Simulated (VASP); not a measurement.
Set up this calculation in VASP 6.6.1, as the native input.

```
Task                   : relaxation of cell and atoms
Functional             : PBE
Potentials or basis    : VASP PAW PBE potentials, release 64 (Si, C)
Cutoff                 : 600 eV
k mesh                 : 6 × 6 × 2
Occupations            : gaussian, width 0.1 eV
Spin                   : no spin polarisation
Dipole correction      : no
Further INCAR settings : ALGO = Normal; EDIFF = 1e-06; IBRION = 2; EDIFFG = -0.04; NSW = 90; ISIF = 3
```

The structure of SiC3 lies in POSCAR:

```
SiC3
1.0
    2.6667169800      0.0000000000      0.0000000000
    0.0000000000      2.6667169800      0.0000000000
    0.0000000000      0.0000000000      7.5426146400
Si C
1 3
Direct
    0.0000000000      0.0000000000      0.0000000000
    0.5000000000      0.5000000000      0.2500000000
    0.0000000000      0.0000000000      0.5000000000
    0.5000000000      0.5000000000      0.7500000000
```

One way to write it, as run:

INCAR

```
SYSTEM = SiC3
ALGO = Normal
EDIFF = 1E-6
EDIFFG = -0.04
ENCUT = 600
GGA = PE
IBRION = 2
ISIF = 3
ISMEAR = 0
LASPH = .TRUE.
LCHARG = .FALSE.
LREAL = .FALSE.
LWAVE = .FALSE.
NELM = 60
NSW = 90
PREC = Accurate
SIGMA = 0.1
```

KPOINTS

```
k-points
0
G
  6 6 2
  0 0 0
```

Potentials or basis: VASP PAW PBE potentials, release 64 (Si, C).

Launch:

```console
$ cat potpaw_PBE.64/Si/POTCAR potpaw_PBE.64/C/POTCAR > POTCAR
$ mpirun -np 1 vasp_std > vasp.out
```

Results of the run:

| Item | Value |
| --- | --- |
| Relaxed volume | 9.60 Å³/atom |
| Relaxed cell | a = 3.109 Å, b = 3.109 Å, c = 3.973 Å, α = 90.00°, β = 90.00°, γ = 90.00° |
| Space group after relaxing (to 0.1 Å) | P4/mmm (No. 123) |
| Pressure after relaxing | 0.1 GPa |
| Largest force after relaxing | 0.008 eV/Å |
| Band gap on the k mesh | zero (bands 8 and 9 overlap by 2.39 eV) |

Caveat: the k points lie up to 0.79 Å⁻¹ apart in the final cell, too coarse for converged energies and pressures of a metal; the volume moved by over 15 % at a fixed basis, so the end points are rough.

Wall time 8 min on 1 thread of Intel Xeon 8259CL, with other jobs on the host, peak memory 0.2 GiB.
